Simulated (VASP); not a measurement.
# B in VASP: further runs

The runs below take B through relaxation of cell and atoms, single point, with PBEsol.

Program: VASP 6.6.1. These are calculated values, not measurements. Logs are shortened: lines on timing, memory, paths and dates and some standing lists are left out, and cuts for length are marked.

## 1. The cell of the first run

Symmetry: Fm-3m, No. 225, cubic system. The conventional cell has a = 2.856 Å, b = 2.856 Å, c = 2.856 Å, α = 90.00°, β = 90.00°, γ = 90.00°. Within 2.7 Å of B (site symmetry m-3m) lie 12 B at 2.02 Å.

## 2. Relaxation of cell and atoms, PBEsol

The input, INCAR:

```
  PREC = Accurate
  ENCUT = 600
  EDIFF = 1E-6
  ISMEAR = 0
  SIGMA = 0.1
  LREAL = False
  LASPH = True
  NELM = 80
  ALGO = Normal
  ISIF = 3
  LWAVE = False
  LCHARG = False
  GGA = PS
  IBRION = 2
  NSW = 100
  EDIFFG = -0.01
```

The input, KPOINTS:

```
Automatic mesh
0
Gamma
  32 32 32
```

The input, POSCAR:

```
B
1.0
    0.0000000000      1.4277998759      1.4277998759
    1.4277998759      0.0000000000      1.4277998759
    1.4277998759      1.4277998759      0.0000000000
B
1
Direct
    0.0000000000      0.0000000000      0.0000000000
```

Potentials or basis: VASP PAW PBE potentials, release 64 (B).

Command:

```
$ cat potpaw_PBE.64/B/POTCAR > POTCAR
$ mpirun -np 1 vasp_std > vasp.out
```

OUTCAR:

```text
PREC = Accurate
   ENCUT = 600
   EDIFF = 1E-6
   ISMEAR = 0
   LREAL = False
   LASPH = True
   NELM = 80
   ISIF = 3
   GGA = PS
   IBRION = 2
   NSW = 100
   EDIFFG = -0.01

 ion  position               nearest neighbor table
   1  0.000  0.000  0.000-

  LATTYP: Found a face centered cubic cell.
 ALAT       =     2.8555997518

  Lattice vectors:

 A1 = (   0.0000000000,   1.4277998759,   1.4277998759)
 A2 = (   1.4277998759,   0.0000000000,   1.4277998759)
 A3 = (   1.4277998759,   1.4277998759,   0.0000000000)

Analysis of symmetry for initial positions (statically):
=====================================================================
 Subroutine PRICEL returns:
 Original cell was already a primitive cell.

 Routine SETGRP: Setting up the symmetry group for a
 face centered cubic supercell.

 Subroutine GETGRP returns: Found 48 space group operations
 (whereof 48 operations were pure point group operations)
 out of a pool of 48 trial point group operations.

The static configuration has the point symmetry O_h .

Analysis of symmetry for dynamics (positions and initial velocities):
=====================================================================
 Subroutine PRICEL returns:
 Original cell was already a primitive cell.

 Routine SETGRP: Setting up the symmetry group for a
 face centered cubic supercell.

 Subroutine GETGRP returns: Found 48 space group operations
 (whereof 48 operations were pure point group operations)
 out of a pool of 48 trial point group operations.

The dynamic configuration has the point symmetry O_h .

 Subroutine INISYM returns: Found 48 space group operations
 (whereof 48 operations are pure point group operations),
 and found     1 'primitive' translations

----------------------------------------------------------------------------------------

                                     Primitive cell

  volume of cell :       5.8215

  direct lattice vectors                    reciprocal lattice vectors
     0.000000000  1.427799876  1.427799876    -0.350189133  0.350189133  0.350189133
     1.427799876  0.000000000  1.427799876     0.350189133 -0.350189133  0.350189133
     1.427799876  1.427799876  0.000000000     0.350189133  0.350189133 -0.350189133

  length of vectors
     2.019213949  2.019213949  2.019213949     0.606545370  0.606545370  0.606545370

  position of ions in fractional coordinates (direct lattice)
     0.000000000  0.000000000  0.000000000

  ion indices of the primitive-cell ions
   primitive index   ion index
                 1           1

----------------------------------------------------------------------------------------

 KPOINTS: Automatic mesh

Automatic generation of k-mesh.
 Grid dimensions read from file:
 generate k-points for:   32   32   32

 Generating k-lattice:

  Cartesian coordinates                     Fractional coordinates (reciprocal lattice)
    -0.010943410  0.010943410  0.010943410     0.031250000  0.000000000  0.000000000
     0.010943410 -0.010943410  0.010943410     0.000000000  0.031250000  0.000000000
     0.010943410  0.010943410 -0.010943410     0.000000000  0.000000000  0.031250000

  Length of vectors
     0.018954543  0.018954543  0.018954543

  Shift w.r.t. Gamma in fractional coordinates (k-lattice)
     0.000000000  0.000000000  0.000000000

 Subroutine IBZKPT returns following result:
 ===========================================

 Found    897 irreducible k-points:

 Following reciprocal coordinates:
            Coordinates               Weight
  0.000000  0.000000  0.000000      1.000000
  0.031250  0.000000  0.000000      8.000000
  0.062500  0.000000  0.000000      8.000000
  0.093750  0.000000  0.000000      8.000000
  0.125000  0.000000  0.000000      8.000000
  0.156250  0.000000  0.000000      8.000000
[... 16 lines left out ...]
  0.187500  0.031250  0.000000     24.000000
  0.218750  0.031250  0.000000     24.000000
 [... further k-points ...]
   k-points           NKPTS =    897   k-points in BZ     NKDIM =    897   number of bands    NBANDS=      5
   number of dos      NEDOS =    301   number of ions     NIONS =      1
   total plane-waves  NPLWV =   4096
   dimension x,y,z NGX =    16 NGY =   16 NGZ =   16
   dimension x,y,z NGXF=    32 NGYF=   32 NGZF=   32
   ions per type =               1
   NGX,Y,Z   is equivalent  to a cutoff of  13.17, 13.17, 13.17 a.u.
   NGXF,Y,Z  is equivalent  to a cutoff of  26.35, 26.35, 26.35 a.u.
 SYSTEM =  unknown system
   PREC   = accura    normal or accurate (medium, high low for compatibility)
   ISTART =      0    job   : 0-new  1-cont  2-samecut
   ICHARG =      2    charge: 1-file 2-atom 10-const
   ISPIN  =      1    spin polarized calculation?
   LNONCOLLINEAR =      F non collinear calculations
   LSORBIT =      F    spin-orbit coupling
   LASPH  =      T    aspherical Exc in radial PAW
   ENCUT  =  600.0 eV  44.10 Ry    6.64 a.u.   4.03  4.03  4.03*2*pi/ulx,y,z
[... 67 lines left out ...]
     0.000000000  1.427799876  1.427799876    -0.350189133  0.350189133  0.350189133
     1.427799876  0.000000000  1.427799876     0.350189133 -0.350189133  0.350189133
     1.427799876  1.427799876  0.000000000     0.350189133  0.350189133 -0.350189133

 POSITION                                       TOTAL-FORCE (eV/Angst)
 -----------------------------------------------------------------------------------
      0.00000      0.00000      0.00000         0.000000      0.000000     -0.000000
 -----------------------------------------------------------------------------------
    total drift:                               -0.000000     -0.000000     -0.000000

  FREE ENERGIE OF THE ION-ELECTRON SYSTEM (eV)
  ---------------------------------------------------
  free  energy   TOTEN  =        -5.7568025719 eV

  energy  without entropy=       -5.7557658455  energy(sigma->0) =       -5.75628421

--------------------------------------- Ionic step        2  -------------------------------------------

 number of electron       3.0000000 magnetization

 Free energy of the ion-electron system (eV)
  ---------------------------------------------------
  ext. energy  EPLUGINS =         0.00000000
  ---------------------------------------------------
  free energy    TOTEN  =        -5.75681479 eV

  energy without entropy =       -5.75578372  energy(sigma->0) =       -5.75629925

 E-fermi :  10.6616     XC(G=0): -13.0729

 val. band max:       10.6587782443   @ k =  -0.3437   0.5000   0.1562
 cond. band min:      10.6935984264   @ k =   0.3750   0.0625   0.0000
 fundamental gap:      0.0348201821
 Fermi energy:        10.6616415394

 k-point     1 :       0.0000    0.0000    0.0000
  band No.  band energies     occupation
      1      -8.6335      2.00000
      2      26.7929      0.00000
      3      26.7929      0.00000
      4      26.7929      0.00000
      5      43.3141      0.00000

 k-point     2 :       0.0312    0.0000    0.0000
  band No.  band energies     occupation
      1      -8.5907      2.00000
      2      26.5782      0.00000
      3      26.7474      0.00000
      4      26.7474      0.00000
      5      42.6836      0.00000

 k-point     3 :       0.0625    0.0000    0.0000
  band No.  band energies     occupation
      1      -8.4623      2.00000
      2      25.9428      0.00000
      3      26.6160      0.00000
      4      26.6160      0.00000
      5      41.6523      0.00000

 k-point     4 :       0.0937    0.0000    0.0000
  band No.  band energies     occupation
      1      -8.2484      2.00000
      2      24.9193      0.00000
      3      26.4126      0.00000
      4      26.4126      0.00000
      5      40.8310      0.00000

 k-point     5 :       0.1250    0.0000    0.0000
  band No.  band energies     occupation
      1      -7.9490      2.00000
      2      23.5719      0.00000
      3      26.1562      0.00000
      4      26.1562      0.00000
      5      40.3324      0.00000

 k-point     6 :       0.1562    0.0000    0.0000
  band No.  band energies     occupation
      1      -7.5643      2.00000
      2      21.9846      0.00000
      3      25.8671      0.00000
      4      25.8671      0.00000
      5      40.1389      0.00000
[... 113 lines left out ...]
 k-point    21 :       0.1250    0.0312    0.0000
  band No.  band energies     occupation
      1      -8.0202      2.00000
      2      24.0422      0.00000
      3      25.7783      0.00000
      4      26.5206      0.00000
      5      40.0623      0.00000

 k-point    22 :       0.1562    0.0312    0.0000
  band No.  band energies     occupation
      1      -7.6639      2.00000
      2      22.5373      0.00000
      3      25.4411      0.00000
      4      26.3020      0.00000
      5      39.8291      0.00000

 k-point    23 :       0.1875    0.0312    0.0000
  band No.  band energies     occupation
      1      -7.2225      2.00000
      2      20.8468      0.00000
      3      25.1053      0.00000
      4      26.0396      0.00000
      5      39.8507      0.00000

 k-point    24 :       0.2187    0.0312    0.0000
  band No.  band energies     occupation
      1      -6.6965      2.00000
      2      19.0481      0.00000
      3      24.7858      0.00000
      4      25.7522      0.00000
      5      40.0684      0.00000

 [... further k-points ...]
[... 5 lines left out ...]
  --------------------------------------------------------------------------------------
  -------------------------------------------------------------------------------------
  Total       -0.0090413     -0.0090413     -0.0090413      0.0000000      0.0000000      0.0000000
  in kB       -2.4816911     -2.4816911     -2.4816911      0.0000000      0.0000000      0.0000000
  external PRESSURE =      -2.4816911 kB  Pullay stress =       0.0000000 kB

 VOLUME and BASIS-vectors are now :
 -----------------------------------------------------------------------------
  energy-cutoff  :      600.00
  volume of cell :        5.84
      direct lattice vectors                 reciprocal lattice vectors
    -0.000000000  1.429074730  1.429074730    -0.349876735  0.349876735  0.349876735
     1.429074730  0.000000000  1.429074730     0.349876735 -0.349876735  0.349876735
     1.429074730  1.429074730 -0.000000000     0.349876735  0.349876735 -0.349876735

 POSITION                                       TOTAL-FORCE (eV/Angst)
 -----------------------------------------------------------------------------------
     -0.00000      1.42907      1.42907         0.000000     -0.000000     -0.000000
 -----------------------------------------------------------------------------------
    total drift:                               -0.000000     -0.000000      0.000000

  FREE ENERGIE OF THE ION-ELECTRON SYSTEM (eV)
  ---------------------------------------------------
  free  energy   TOTEN  =        -5.7568147933 eV

  energy  without entropy=       -5.7557837158  energy(sigma->0) =       -5.75629925

 reached required accuracy - stopping structural energy minimisation
```

Run time: 13 s. Hardware: 1 thread of Intel Xeon Platinum 8259CL at 2.50GHz (Skylake/Cascade Lake), shared host; peak memory 0.14 GiB.

What came out:

```yaml
Free_energy: -5.7568 eV
Relaxed_volume: 5.84 Å³/atom
Relaxed_cell: a = 2.021 Å, b = 2.021 Å, c = 2.021 Å, α = 60.00°, β = 60.00°, γ = 60.00°
Space_group_after_relaxing_to_0.05_Å: Fm-3m (No. 225)
Energy_gained_by_relaxing: 0.0 meV/atom
Ionic_steps: 2
Pressure_after_relaxing: -0.2 GPa
```

Final structure:
```
CELL_PARAMETERS angstrom
0.00000 1.42907 1.42907
1.42907 0.00000 1.42907
1.42907 1.42907 0.00000
ATOMIC_POSITIONS crystal
B 0.00000 0.00000 0.00000
```

Caveat: the PAW data sets were made with another functional, which shifts forces and pressure a little.

## 3. Single point, PBEsol

This run uses another cell than the first one, of 5.84 Å³/atom, 1.004 times its volume.

The input, INCAR:

```
  PREC = Accurate
  ENCUT = 520
  EDIFF = 1E-7
  ISMEAR = 0
  SIGMA = 0.1
  LREAL = False
  LASPH = True
  NELM = 60
  ALGO = Normal
  ISIF = 2
  LWAVE = False
  LCHARG = True
  GGA = PS
  LELF = True
  LVHAR = True
  NBANDS = 8
```

The input, KPOINTS:

```
Automatic mesh
0
Gamma
  10 10 10
```

The input, POSCAR:

```
B
1.0
   -0.9879321521      0.9879321521      1.4970414829
    0.9879321521     -0.9879321521      1.4970414829
    0.9879321521      0.9879321521     -1.4970414829
B
1
Direct
    0.0000000000      0.0000000000      0.0000000000
```

Potentials or basis: VASP PAW PBE potentials, release 64 (B).

Command:

```
$ cat potpaw_PBE.64/B/POTCAR > POTCAR
$ mpirun -np 1 vasp_std > vasp.out
```

Run time: 2.1 s. Hardware: 1 thread of Intel Xeon 6975P-C, shared host; peak memory 0.11 GiB.

The run converged. Its results:

| Quantity | Value |
| --- | --- |
| Free energy | -5.7467 eV |
| Pressure | 0.4 GPa |

Stress tensor (GPa, compression positive):
```
0.40 0.00 0.00
0.00 0.40 0.00
0.00 0.00 0.31
```

Levels at points of the mesh, in eV from the Fermi level:
```tsv
k point	band 1	band 2	band 3	band 4
(0.00, 0.00, 0.00)	-19.08	16.21	16.35	16.35
(0.50, 0.00, 0.00)	-9.90	-5.40	12.14	14.42
(0.50, 0.50, 0.00)	-6.52	0.91	5.21	6.28
(0.50, 0.50, 0.50)	-8.09	-1.89	7.65	7.65
```

Caveat: the k points lie up to 0.45 Å⁻¹ apart; the PAW data sets were made with another functional, which shifts forces and pressure a little.

## 4. Single point, PBEsol

This run uses another cell than the first one, of 7.27 Å³/atom, 1.248 times its volume.

The input, INCAR:

```
SYSTEM = B
PREC = Accurate
ENCUT = 520
EDIFF = 1E-6
ISMEAR = 0
SIGMA = 0.1
LREAL = .False.
LASPH = .True.
NELM = 80
ALGO = Normal
ISIF = 2
LWAVE = .False.
LCHARG = .False.
GGA = PS
NBANDS = 8
```

The input, KPOINTS:

```
regular mesh
0
Gamma
  12 12 12
  0 0 0
```

The input, POSCAR:

```
B
1.0
   -1.0608405422      1.0608405422      1.6139141281
    1.0608405422     -1.0608405422      1.6139141281
    1.0608405422      1.0608405422     -1.6139141281
B
1
Direct
    0.0000000000      0.0000000000      0.0000000000
```

Command:

```
$ cat potpaw_PBE.64/B/POTCAR > POTCAR
$ mpirun -np 1 vasp_std > vasp.out
```

Wall time 2.6 s (1 thread of Intel Xeon 6975P-C, shared host); peak memory 0.11 GiB.

It converged, with:

```yaml
Free_energy: -5.5420 eV
Pressure: -38.7 GPa
```

Stress tensor (GPa, compression positive):
```
-34.63   0.00   0.00
  0.00 -34.63   0.00
  0.00   0.00 -46.81
```

Levels at points of the mesh, in eV from the Fermi level:
```tsv
k point	band 1	band 2	band 3	band 4	band 5	band 6
(0.00, 0.00, 0.00)	-16.79	13.11	13.28	13.28	28.43	29.35
(0.50, 0.00, 0.00)	-8.27	-5.39	9.81	11.77	23.99	27.71
(0.50, 0.50, 0.00)	-5.46	0.19	4.20	5.18	14.22	16.12
(0.50, 0.50, 0.50)	-6.83	-2.42	6.36	6.36	15.97	18.72
```

Caveat: the PAW data sets were made with another functional, which shifts forces and pressure a little.

## 5. Relaxation of cell and atoms, PBEsol

This run uses another cell than the first one, of 7.27 Å³/atom, 1.248 times its volume.

The input, INCAR:

```
SYSTEM = B
PREC     = Accurate       ! precision mode
ENCUT    = 600            ! plane-wave cutoff, eV
EDIFF    = 1E-6           ! SCF threshold, eV
ISMEAR   = 0              ! smearing method
SIGMA    = 0.1            ! smearing width, eV
LREAL    = .FALSE.        ! projectors in reciprocal space
LASPH    = .TRUE.         ! aspherical terms in the spheres
NELM     = 60             ! most SCF steps
ALGO     = Normal         ! electronic algorithm
ISIF     = 3              ! what is computed and relaxed
LWAVE    = .FALSE.        ! write WAVECAR
LCHARG   = .FALSE.        ! write CHGCAR
GGA      = PS             ! functional
IBRION   = 2              ! ionic algorithm
NSW      = 90             ! ionic steps
EDIFFG   = -0.04          ! ionic threshold
```

The input, KPOINTS:

```
regular mesh
0
G
  10 10 10
  0 0 0
```

POSCAR is that of step 4.

Command:

```
$ cat potpaw_PBE.64/B/POTCAR > POTCAR
$ mpirun -np 1 vasp_std > vasp.out
```

It took 7.7 s on 1 thread of Intel Xeon 6975P-C, shared host; peak memory 0.12 GiB.

The run converged. Its results:

- Free energy: -5.7488 eV
- Relaxed volume: 5.86 Å³/atom
- Relaxed cell: a = 2.050 Å, b = 2.050 Å, c = 2.050 Å, α = 122.31°, β = 122.31°, γ = 86.05°
- Space group after relaxing (to 0.05 Å): I4/mmm (No. 139)
- Energy gained by relaxing: 208.3 meV/atom
- Ionic steps: 6
- Pressure after relaxing: -0.5 GPa

The path:
| step | energy change (eV) | largest force (eV/Å) | pressure (GPa) | volume (Å³) |
| --- | --- | --- | --- | --- |
| 1 | 0.0000 | 0.0000 | -39.68 | 7.27 |
| 2 | -0.1844 | 0.0000 | 18.75 | 5.53 |
| 3 | -0.2056 | 0.0000 | -0.44 | 5.88 |
| 4 | -0.2055 | 0.0000 | -1.65 | 5.91 |
| 5 | -0.2081 | 0.0000 | -0.80 | 5.87 |
| 6 | -0.2083 | 0.0000 | -0.55 | 5.86 |

Final structure:
```xyz
1
Lattice="-0.9890 0.9890 1.4986 0.9890 -0.9890 1.4986 0.9890 0.9890 -1.4986" Properties=species:S:1:pos:R:3 pbc="T T T"
B     0.9890   -0.9890    1.4986
```

Levels at points of the mesh, in eV from the Fermi level:
```csv
k point,band 1,band 2,band 3,band 4,band 5
"(0.00, 0.00, 0.00)",-19.04,16.16,16.30,16.30,32.24
"(0.50, 0.00, 0.00)",-9.87,-5.40,12.11,14.38,27.37
"(0.50, 0.50, 0.00)",-6.50,0.90,5.20,6.27,15.67
"(0.50, 0.50, 0.50)",-8.07,-1.89,7.63,7.63,17.61
```

Caveat: the k points lie up to 0.45 Å⁻¹ apart in the final cell; the volume moved by over 15 % at a fixed basis, so the end points are rough; the PAW data sets were made with another functional, which shifts forces and pressure a little.

## 6. Overview

```csv
task,cell,k mesh,cutoff (eV),gap on the mesh (eV),pressure (GPa)
relaxation of cell and atoms,"relaxed from a = 2.019 Å, angles 60.0°, 1 atom",32 × 32 × 32,600,none,-0.2
single point,"a = 2.048 Å, angles 122.3, 122.3, 86.0°, 1 atom",10 × 10 × 10,520,none,0.4
single point,"a = 2.204 Å, angles 122.4, 122.4, 85.8°, 1 atom",12 × 12 × 12,520,none,-38.7
relaxation of cell and atoms,"relaxed from a = 2.204 Å, angles 122.4, 122.4, 85.8°, 1 atom",10 × 10 × 10,600,none,-0.5
```

Alike in all rows: level PBEsol; potentials or basis VASP PAW PBE potentials, release 64 (B); no spin polarisation; smearing gaussian 0.1 eV.

Caveats: some runs use coarse meshes; the PAW data sets were made with another functional, which shifts forces and pressure a little; the volume moved by over 15 % at a fixed basis, so the end points are rough (some runs).

Total energies depend on the potentials used, so only differences within one code and one set of settings carry meaning.
